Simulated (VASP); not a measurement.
A run of VASP 6.6.1 is set up as follows.

INCAR

```
  PREC = Accurate
  ENCUT = 500
  EDIFF = 1E-6
  ISMEAR = -1
  SIGMA = 0.03
  LREAL = False
  LASPH = True
  NELM = 120
  ALGO = Normal
  ISIF = 2
  LWAVE = False
  LCHARG = True
  GGA = PS
  LELF = True
  LVHAR = True
  NBANDS = 16
  GGA_COMPAT = False
```

KPOINTS

```
Automatic mesh
0
Gamma
  8 8 8
```

File POSCAR:

```
AgBr
1.0
    0.0000000000      2.1309686922      2.1309686922
    2.1309686922      0.0000000000      2.1309686922
    2.1309686922      2.1309686922      0.0000000000
Ag Br
1 1
Direct
    0.0000000000      0.0000000000      0.0000000000
    0.5000000000      0.5000000000      0.5000000000
```

Potentials or basis: VASP PAW PBE potentials, release 64 (Ag, Br).

Run with:

```console
$ cat potpaw_PBE.64/Ag/POTCAR potpaw_PBE.64/Br/POTCAR > POTCAR
$ mpirun -np 1 vasp_std > vasp.out
```

(1) What does it give for the band gap on the k mesh?

(2) Estimate the pressure.

Results:

(1) zero (band 9 reaches 22.00 eV, above the bottom of band 10 at 20.97 eV).

(2) 412.3 GPa.

Caveat: the PAW data sets were made with another functional, which shifts forces and pressure a little.
